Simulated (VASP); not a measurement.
The system is TaN.

```
Ta N
1.0
     2.93994    0.00000    0.00000
    -1.46997    2.54607    0.00000
     0.00000    0.00000    2.89018
Ta N
1 1
Direct
  0.00000 0.00000 0.50000
  0.66667 0.33333 0.00000
```

Base run:

| Item | Value |
| --- | --- |
| Program | VASP 6.6.1 |
| Functional | LDA |
| Potentials or basis | VASP PAW LDA potentials, release 64 (Ta_pv, N) |
| Cutoff | 520 eV |
| k mesh | 9 × 9 × 8 |
| Occupations | fermi-dirac, width 0.1 eV |
| Spin | no spin polarisation |

Its results: band gap on the k mesh zero (band 8 reaches 8.22 eV, above the bottom of band 9 at 7.95 eV); pressure -11.1 GPa.

Q: The run is repeated on the same cell with these changes: functional from LDA to PBE; potentials or basis from VASP PAW LDA potentials, release 64 (Ta_pv, N) to VASP PAW PBE potentials, release 64 (Ta_pv, N). What comes out?

A: Band gap on the k mesh zero (band 8 reaches 8.34 eV, above the bottom of band 9 at 8.13 eV); pressure 4.0 GPa.

Caveats: spin-orbit coupling is left out, which moves the levels of the heavy elements.
